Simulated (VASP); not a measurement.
Here is a VASP 6.6.1 calculation.

Contents of INCAR:

```
SYSTEM = InSb3
ALGO     = Normal         ! electronic algorithm
EDIFF    = 1E-6           ! SCF threshold, eV
ENCUT    = 500            ! plane-wave cutoff, eV
GGA      = PS             ! functional
GGA_COMPAT= .False.      
ISIF     = 2              ! what is computed and relaxed
ISMEAR   = 0              ! smearing method
LASPH    = .True.         ! aspherical terms in the spheres
LCHARG   = .True.         ! write CHGCAR
LELF     = .True.         ! ELF
LREAL    = .False.        ! projectors in reciprocal space
LVHAR    = .True.       
LWAVE    = .False.        ! write WAVECAR
NBANDS   = 22             ! bands
NELM     = 120            ! most SCF steps
PREC     = Accurate       ! precision mode
SIGMA    = 0.1            ! smearing width, eV
```

KPOINTS

```
k-points
0
Gamma
  10 10 10
  0 0 0
```

The input POSCAR:

```
InSb3
1.0
    4.8904303588      0.0000000000      0.0000000000
    0.0000000000      4.8904303588      0.0000000000
    0.0000000000      0.0000000000      4.8904303588
In Sb
1 3
Direct
    0.0000000000      0.0000000000      0.0000000000
    0.5000000000      0.0000000000      0.5000000000
    0.0000000000      0.5000000000      0.5000000000
    0.5000000000      0.5000000000      0.0000000000
```

Potentials or basis: VASP PAW PBE potentials, release 64 (In_d, Sb).

Launch:

```console
$ cat potpaw_PBE.64/In_d/POTCAR potpaw_PBE.64/Sb/POTCAR > POTCAR
$ mpirun -np 1 vasp_std > vasp.out
```

(1) Estimate the pressure.

(2) Predict the band gap on the k mesh.

## Answers

(1) -4.8 GPa.

(2) zero (bands 14 and 15 overlap by 4.28 eV).

Caveat: the cell differs from its parent crystal (strained); the cell stands under tension; the PAW data sets were made with another functional, which shifts forces and pressure a little; spin-orbit coupling is left out, which moves the levels of the heavy elements.
